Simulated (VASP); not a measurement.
A run of VASP 6.6.1:

The input INCAR:

```
PREC = Accurate ; ENCUT = 520
EDIFF = 1E-6 ; ISMEAR = 0
SIGMA = 0.1 ; LREAL = F
LASPH = T ; NELM = 100
ALGO = Normal ; ISIF = 2
LWAVE = F ; LCHARG = F
GGA = PE ; NBANDS = 19
```

The input KPOINTS:

```
regular mesh
0
Gamma
  4 4 4
```

Contents of POSCAR:

```
CaH8
1.0
    0.0000000000      3.2674512400      3.2674512400
    3.2674512400      0.0000000000      3.2674512400
    3.2674512400      3.2674512400      0.0000000000
Ca H
1 8
Direct
    0.5000000000      0.5000000000      0.5000000000
    0.6640921800      0.6640921800      0.6640921800
    0.6640921800      0.6640921800      0.0077234500
    0.6640921800      0.0077234500      0.6640921800
    0.0077234500      0.6640921800      0.6640921800
    0.3359078200      0.3359078200      0.9922765500
    0.3359078200      0.3359078200      0.3359078200
    0.3359078200      0.9922765500      0.3359078200
    0.9922765500      0.3359078200      0.3359078200
```

Potentials or basis: VASP PAW PBE potentials, release 64 (Ca_sv, H).

Run with:

```bash
$ cat potpaw_PBE.64/Ca_sv/POTCAR potpaw_PBE.64/H/POTCAR > POTCAR
$ mpirun -np 1 vasp_std > vasp.out
```

Hardware: 1 thread of Intel Xeon 8259CL, with other jobs on the host.

Question: Estimate the wall time of this run.

Answer: Wall time 27 s on 1 thread of Intel Xeon 8259CL, with other jobs on the host, peak memory 0.2 GiB. Counts: scf iterations 13, k points 8.
